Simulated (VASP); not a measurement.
# BN (Qingsongite) (F-43m) in VASP: notebook

The runs below take BN (Qingsongite) through single point, with PBE.

All numbers are computed with VASP 6.6.1; they aren't measurements. Logs are shortened: lines on timing, memory, paths and dates and some standing lists are left out, and cuts for length are marked.

## 1. The cell of the first run

It takes space group F-43m (No. 216, cubic). The conventional cell has a = 3.490 Å, b = 3.490 Å, c = 3.490 Å, α = 90.00°, β = 90.00°, γ = 90.00°. Within 2.0 Å of B (site symmetry -43m) lie 4 N at 1.51 Å. Within 2.0 Å of N (site symmetry -43m) lie 4 B at 1.51 Å.

## 2. Single point, PBE

Contents of INCAR:

```
  ALGO = Normal
  EDIFF = 1E-6
  ENCUT = 520
  GGA = PE
  ISIF = 2
  ISMEAR = 0
  LASPH = True
  LCHARG = True
  LELF = True
  LREAL = False
  LVHAR = True
  LWAVE = False
  NBANDS = 11
  NELM = 60
  PREC = Accurate
  SIGMA = 0.01
```

Contents of KPOINTS:

```
k-points
0
Gamma
  10 10 10
```

Contents of POSCAR:

```
BN
1.0
    0.0000000000      1.7451220627      1.7451220627
    1.7451220627      0.0000000000      1.7451220627
    1.7451220627      1.7451220627      0.0000000000
B N
1 1
Direct
    0.0000000000      0.0000000000      0.0000000000
    0.2500000000      0.2500000000      0.2500000000
```

Potentials or basis: VASP PAW PBE potentials, release 64 (B, N).

The run is started by

```
$ cat potpaw_PBE.64/B/POTCAR potpaw_PBE.64/N/POTCAR > POTCAR
$ mpirun -np 1 vasp_std > vasp.out
```

OUTCAR:

```text
EDIFF = 1E-6
   ENCUT = 520
   GGA = PE
   ISIF = 2
   ISMEAR = 0
   LASPH = True
   LREAL = False
   NELM = 60
   PREC = Accurate

 ion  position               nearest neighbor table
   1  0.000  0.000  0.000-   2 1.51   2 1.51   2 1.51   2 1.51
   2  0.250  0.250  0.250-   1 1.51   1 1.51   1 1.51   1 1.51

  LATTYP: Found a face centered cubic cell.
 ALAT       =     3.4902441254

  Lattice vectors:

 A1 = (   0.0000000000,   1.7451220627,   1.7451220627)
 A2 = (   1.7451220627,   0.0000000000,   1.7451220627)
 A3 = (   1.7451220627,   1.7451220627,   0.0000000000)

Analysis of symmetry for initial positions (statically):
=====================================================================
 Subroutine PRICEL returns:
 Original cell was already a primitive cell.

 Routine SETGRP: Setting up the symmetry group for a
 face centered cubic supercell.

 Subroutine GETGRP returns: Found 24 space group operations
 (whereof 24 operations were pure point group operations)
 out of a pool of 48 trial point group operations.

The static configuration has the point symmetry T_d .

Analysis of symmetry for dynamics (positions and initial velocities):
=====================================================================
 Subroutine PRICEL returns:
 Original cell was already a primitive cell.

 Routine SETGRP: Setting up the symmetry group for a
 face centered cubic supercell.

 Subroutine GETGRP returns: Found 24 space group operations
 (whereof 24 operations were pure point group operations)
 out of a pool of 48 trial point group operations.

The dynamic configuration has the point symmetry T_d .

 Subroutine INISYM returns: Found 24 space group operations
 (whereof 24 operations are pure point group operations),
 and found     1 'primitive' translations

----------------------------------------------------------------------------------------

                                     Primitive cell

  volume of cell :      10.6294

  direct lattice vectors                    reciprocal lattice vectors
     0.000000000  1.745122063  1.745122063    -0.286512910  0.286512910  0.286512910
     1.745122063  0.000000000  1.745122063     0.286512910 -0.286512910  0.286512910
     1.745122063  1.745122063  0.000000000     0.286512910  0.286512910 -0.286512910

  length of vectors
     2.467975289  2.467975289  2.467975289     0.496254917  0.496254917  0.496254917

  position of ions in fractional coordinates (direct lattice)
     0.000000000  0.000000000  0.000000000
     0.250000000  0.250000000  0.250000000

  ion indices of the primitive-cell ions
   primitive index   ion index
                 1           1
                 2           2

----------------------------------------------------------------------------------------

 KPOINTS: k-points

Automatic generation of k-mesh.
 Grid dimensions read from file:
 generate k-points for:   10   10   10

 Generating k-lattice:

  Cartesian coordinates                     Fractional coordinates (reciprocal lattice)
    -0.028651291  0.028651291  0.028651291     0.100000000  0.000000000  0.000000000
     0.028651291 -0.028651291  0.028651291     0.000000000  0.100000000  0.000000000
     0.028651291  0.028651291 -0.028651291     0.000000000  0.000000000  0.100000000

  Length of vectors
     0.049625492  0.049625492  0.049625492

  Shift w.r.t. Gamma in fractional coordinates (k-lattice)
     0.000000000  0.000000000  0.000000000

 Subroutine IBZKPT returns following result:
 ===========================================

 Found     47 irreducible k-points:

 Following reciprocal coordinates:
            Coordinates               Weight
  0.000000  0.000000  0.000000      1.000000
  0.100000  0.000000  0.000000      8.000000
  0.200000  0.000000  0.000000      8.000000
  0.300000  0.000000  0.000000      8.000000
  0.400000  0.000000  0.000000      8.000000
  0.500000  0.000000  0.000000      4.000000
[... 16 lines left out ...]
  0.300000  0.300000  0.000000      6.000000
  0.400000  0.300000  0.000000     24.000000
 [... further k-points ...]
   k-points           NKPTS =     47   k-points in BZ     NKDIM =     47   number of bands    NBANDS=     11
   number of dos      NEDOS =    301   number of ions     NIONS =      2
   total plane-waves  NPLWV =   5832
   dimension x,y,z NGX =    18 NGY =   18 NGZ =   18
   dimension x,y,z NGXF=    36 NGYF=   36 NGZF=   36
   ions per type =               1   1
   NGX,Y,Z   is equivalent  to a cutoff of  12.13, 12.13, 12.13 a.u.
   NGXF,Y,Z  is equivalent  to a cutoff of  24.25, 24.25, 24.25 a.u.
 SYSTEM =  unknown system
   PREC   = accura    normal or accurate (medium, high low for compatibility)
   ISTART =      0    job   : 0-new  1-cont  2-samecut
   ICHARG =      2    charge: 1-file 2-atom 10-const
   ISPIN  =      1    spin polarized calculation?
   LNONCOLLINEAR =      F non collinear calculations
   LSORBIT =      F    spin-orbit coupling
   LASPH  =      T    aspherical Exc in radial PAW
   ENCUT  =  520.0 eV  38.22 Ry    6.18 a.u.   4.59  4.59  4.59*2*pi/ulx,y,z
   NELM   =     60;   NELMIN=  2; NELMDL= -5     # of ELM steps
   EDIFF  = 0.1E-05   stopping-criterion for ELM
   LREAL  =      F    real-space projection
   EDIFFG = 0.1E-04   stopping-criterion for IOM
   NSW    =      0    number of steps for IOM
   IBRION =     -1    ionic relax: 0-MD 1-quasi-New 2-CG
   NFREE  =      0    steps in history (QN), initial steepest desc. (CG)
   ISIF   =      2    stress and relaxation
   ISYM   =      2    0-nonsym 1-usesym 2-fastsym
   POTIM  = 0.5000    time-step for ionic-motion
   TEBEG  =    0.0;   TEEND  =   0.0 temperature during run
   PSTRESS=    0.0 pullay stress
   NELECT =       8.0000    total number of electrons
   NUPDOWN=      -1.0000    fix difference up-down
   EMIN   =  10.00;   EMAX   =-10.00  energy-range for DOS
   EFERMI =   0.00;   METHOD = LEGACY
   ISMEAR =     0;   SIGMA  =   0.01  broadening in eV -4-tet -1-fermi 0-gaus
   EFERMI_NEDOS =   21; number of points for ismear=-14 and -15
   IALGO  =     38    algorithm
   IMIX   =      4    mixing-type and parameters
     AMIX     =   0.40;   BMIX     =  1.00
     AMIX_MAG =   1.60;   BMIX_MAG =  1.00
  volume/ion in A,a.u.               =       5.31        35.87
  Fermi-wavevector in a.u.,A,eV,Ry     =   1.489141  2.814068 30.171457  2.217540
  Thomas-Fermi vector in A             =   2.602087
   LORBIT       =      0    0 simple, 1 ext, 2 COOP (PROOUT), +10 PAW based schemes
   GGA     = PE    functional components
   LHFCALC =     F    Hartree Fock is set to
   AEXX    =    0.0000 exact exchange contribution
   IVDW    =     0    specifies the selected vdW correction
   LEPSILON=     F    determine dielectric tensor
   LRPA    =     F    only Hartree local field effects (RPA)
 non-spin polarized calculation
 Gauss-broadening in eV      SIGMA  =   0.01
  energy-cutoff  :      520.00
  volume of cell :       10.63
 maximum number of plane-waves:       302
   NGX =  9   NGY =  9   NGZ =  9

 number of electron       7.9999997 magnetization

 Free energy of the ion-electron system (eV)
  ---------------------------------------------------
  ext. energy  EPLUGINS =         0.00000000
  ---------------------------------------------------
  free energy    TOTEN  =       -17.25645659 eV

  energy without entropy =      -17.25645659  energy(sigma->0) =      -17.25645659

 E-fermi :   8.9593     XC(G=0): -13.3500

 val. band max:        8.7574898231   @ k =   0.0000   0.0000   0.0000
 cond. band min:      13.3209407342   @ k =   0.5000   0.5000   0.0000
 fundamental gap:      4.5634509111
 Fermi energy:         8.9593015098

 k-point     1 :       0.0000    0.0000    0.0000
  band No.  band energies     occupation
      1     -12.7222      2.00000
      2       8.7575      2.00000
      3       8.7575      2.00000
      4       8.7575      2.00000
      5      18.0810      0.00000
      6      18.0810      0.00000
      7      18.0810      0.00000
      8      20.8757      0.00000
      9      35.5473      0.00000
     10      37.8458      0.00000
     11      37.8458      0.00000

 k-point     2 :       0.1000    0.0000    0.0000
  band No.  band energies     occupation
      1     -12.4583      2.00000
      2       7.3911      2.00000
      3       8.4721      2.00000
      4       8.4721      2.00000
      5      18.5125      0.00000
      6      18.5125      0.00000
      7      18.5404      0.00000
      8      21.5778      0.00000
      9      34.8613      0.00000
     10      35.0165      0.00000
     11      35.0165      0.00000

 k-point     3 :       0.2000    0.0000    0.0000
  band No.  band energies     occupation
      1     -11.6783      2.00000
      2       4.4605      2.00000
      3       7.8361      2.00000
      4       7.8361      2.00000
      5      19.2155      0.00000
      6      19.3891      0.00000
      7      19.3891      0.00000
      8      23.0913      0.00000
      9      33.4422      0.00000
     10      33.4422      0.00000
     11      33.8581      0.00000

 k-point     4 :       0.3000    0.0000    0.0000
  band No.  band energies     occupation
      1     -10.4343      2.00000
      2       1.2504      2.00000
      3       7.1983      2.00000
      4       7.1983      2.00000
      5      19.7879      0.00000
      6      19.9716      0.00000
      7      19.9716      0.00000
      8      24.3021      0.00000
      9      33.4627      0.00000
     10      33.8081      0.00000
     11      33.8081      0.00000

 k-point     5 :       0.4000    0.0000    0.0000
  band No.  band energies     occupation
      1      -8.9166      2.00000
      2      -1.5643      2.00000
      3       6.7618      2.00000
      4       6.7618      2.00000
      5      20.0738      0.00000
      6      20.0738      0.00000
      7      20.1838      0.00000
      8      24.9169      0.00000
      9      33.6247      0.00000
     10      35.7773      0.00000
     11      35.7773      0.00000
[... 211 lines left out ...]
 k-point    21 :      -0.3000    0.2000    0.0000
  band No.  band energies     occupation
      1      -8.6274      2.00000
      2      -0.0824      2.00000
      3       3.3239      2.00000
      4       6.4473      2.00000
      5      19.1198      0.00000
      6      21.5833      0.00000
      7      22.4725      0.00000
      8      25.0872      0.00000
      9      31.7715      0.00000
     10      32.1434      0.00000
     11      37.7313      0.00000

 k-point    22 :      -0.2000    0.2000    0.0000
  band No.  band energies     occupation
      1     -10.0234      2.00000
      2       2.1319      2.00000
      3       4.0574      2.00000
      4       7.3210      2.00000
      5      20.0791      0.00000
      6      20.4534      0.00000
      7      21.2802      0.00000
      8      23.9799      0.00000
      9      30.8701      0.00000
     10      32.4682      0.00000
     11      37.8011      0.00000

 k-point    23 :       0.3000    0.3000    0.0000
  band No.  band energies     occupation
      1      -9.6901      2.00000
      2       3.2909      2.00000
      3       4.6725      2.00000
      4       4.6725      2.00000
      5      15.2297      0.00000
      6      20.2450      0.00000
      7      24.7181      0.00000
      8      24.7181      0.00000
      9      29.1407      0.00000
     10      38.5051      0.00000
     11      42.2441      0.00000

 k-point    24 :       0.4000    0.3000    0.0000
  band No.  band energies     occupation
      1      -8.5674      2.00000
      2       1.5476      2.00000
      3       3.7674      2.00000
      4       4.2235      2.00000
      5      15.1520      0.00000
      6      20.0575      0.00000
      7      25.6516      0.00000
      8      25.6631      0.00000
      9      30.1678      0.00000
     10      38.1518      0.00000
     11      42.3367      0.00000

 [... further k-points ...]

------------------------ aborting loop because EDIFF is reached ----------------------------------------

  FORCE on cell =-STRESS in cart. coord.  units (eV):
  Direction    XX          YY          ZZ          XY          YZ          ZX
  --------------------------------------------------------------------------------------
  -------------------------------------------------------------------------------------
  Total        3.4796491      3.4796491      3.4796491      0.0000000      0.0000000      0.0000000
  in kB      524.4916808    524.4916808    524.4916808      0.0000000      0.0000000      0.0000000
  external PRESSURE =     524.4916808 kB  Pullay stress =       0.0000000 kB

 VOLUME and BASIS-vectors are now :
 -----------------------------------------------------------------------------
  energy-cutoff  :      520.00
  volume of cell :       10.63
      direct lattice vectors                 reciprocal lattice vectors
     0.000000000  1.745122063  1.745122063    -0.286512910  0.286512910  0.286512910
     1.745122063  0.000000000  1.745122063     0.286512910 -0.286512910  0.286512910
     1.745122063  1.745122063  0.000000000     0.286512910  0.286512910 -0.286512910

 POSITION                                       TOTAL-FORCE (eV/Angst)
 -----------------------------------------------------------------------------------
      0.00000      0.00000      0.00000        -0.000000     -0.000000     -0.000000
      0.87256      0.87256      0.87256         0.000000      0.000000      0.000000
 -----------------------------------------------------------------------------------
    total drift:                                0.000000      0.000000     -0.000000

  FREE ENERGIE OF THE ION-ELECTRON SYSTEM (eV)
  ---------------------------------------------------
  free  energy   TOTEN  =       -17.2564565877 eV

  energy  without entropy=      -17.2564565877  energy(sigma->0) =      -17.25645659
```

Wall time 3.1 s (1 thread of Intel Xeon 6975P-C, shared host); peak memory 0.11 GiB.

What came out:

```
Free energy            : -17.2565 eV
Pressure               : 52.4 GPa
Band gap on the k mesh : 4.56 eV, indirect (least direct gap 9.32 eV)
```

Levels at points of the mesh, in eV from the valence-band top:
| k point | band 1 | band 2 | band 3 | band 4 | band 5 | band 6 | band 7 | band 8 |
| --- | --- | --- | --- | --- | --- | --- | --- | --- |
| (0.00, 0.00, 0.00) | -21.48 | 0.00 | 0.00 | 0.00 | 9.32 | 9.32 | 9.32 | 12.12 |
| (0.50, 0.00, 0.00) | -16.74 | -11.70 | -2.15 | -2.15 | 11.29 | 11.29 | 11.57 | 16.34 |
| (0.50, 0.50, 0.00) | -15.23 | -9.64 | -5.45 | -5.45 | 4.56 | 9.82 | 19.60 | 19.60 |

A k mesh can miss the band edges. A hybrid or GW would open this gap; PBE tends to underestimate it.

## 3. Single point, PBE

This run uses another cell than the first one, of 5.46 Å³/atom, 1.028 times its volume.

Contents of INCAR:

```
SYSTEM = BN
ALGO = Normal ; EDIFF = 1E-6
ENCUT = 520 ; GGA = PE
ISIF = 2 ; ISMEAR = 0
LASPH = .TRUE. ; LCHARG = .FALSE.
LREAL = .FALSE. ; LWAVE = .FALSE.
NBANDS = 11 ; NELM = 60
PREC = Accurate ; SIGMA = 0.01
```

Contents of KPOINTS:

```
k-points
0
G
  10 10 10
  0 0 0
```

Contents of POSCAR:

```
BN
1.0
    0.0000000000      1.7611332512      1.7611332512
    1.7611332512      0.0000000000      1.7611332512
    1.7611332512      1.7611332512      0.0000000000
B N
1 1
Direct
    0.0000000000      0.0000000000      0.0000000000
    0.2500000000      0.2500000000      0.2500000000
```

Potentials or basis: VASP PAW PBE potentials, release 64 (B, N).

The run is started by

```
$ cat potpaw_PBE.64/B/POTCAR potpaw_PBE.64/N/POTCAR > POTCAR
$ mpirun -np 1 vasp_std > vasp.out
```

Wall time 3.4 s (1 thread of Intel Xeon 6975P-C, shared host); peak memory 0.12 GiB.

Results (log left out):

- Free energy: -17.3399 eV
- Pressure: 37.9 GPa
- Band gap on the k mesh: 4.54 eV, indirect (least direct gap 9.19 eV)

Levels at points of the mesh, in eV from the valence-band top:
```tsv
k point	band 2	band 3	band 4	band 5	band 6	band 7
(0.00, 0.00, 0.00)	0.00	0.00	0.00	9.19	9.19	9.19
(0.50, 0.00, 0.00)	-11.43	-2.09	-2.09	11.13	11.13	11.19
(0.50, 0.50, 0.00)	-9.44	-5.30	-5.30	4.54	9.67	19.15
```
